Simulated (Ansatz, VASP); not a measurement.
# Si3N2 in VASP and in Ansatz

```
Si N
1.0
     1.54837    0.89395    7.17749
    -1.54837    0.89395    7.17749
     0.00000   -1.78791    7.17749
Si N
3 2
Cartesian
  0.0000 0.0000 0.0000
  0.0000 0.0000 4.5111
  0.0000 0.0000 17.0214
  0.0000 0.0000 8.6130
  0.0000 0.0000 12.9195
```

Alike in both runs: task relaxation of cell and atoms; functional PBE; k mesh 6 × 6 × 6; occupations gaussian, width 0.1 eV; no spin polarisation.

|  | VASP | Ansatz |
| --- | --- | --- |
| version | VASP 6.6.1 | Ansatz 0.2.0 |
| potentials or method | VASP PAW PBE potentials, release 64 (Si, N), cutoff 600 eV | scalar-relativistic, plane waves, PAW |
| valence electrons in the cell | 22 | 22 |

|  | VASP | Ansatz | Ansatz less VASP |
| --- | --- | --- | --- |
| gap on the k mesh at the Fermi level, each at its own relaxed structure (eV) | none | none | - |
| relaxed volume (Å³/atom) | 11.94 | 12.01 | +0.065 |
| relaxed cell length with the largest relative difference (Å) | 8.780 | 8.823 | +0.0431 |

A gap of «none» marks a metal or a gap that the smearing closes.

The k mesh is coarse, so the values compare programs but aren't converged.
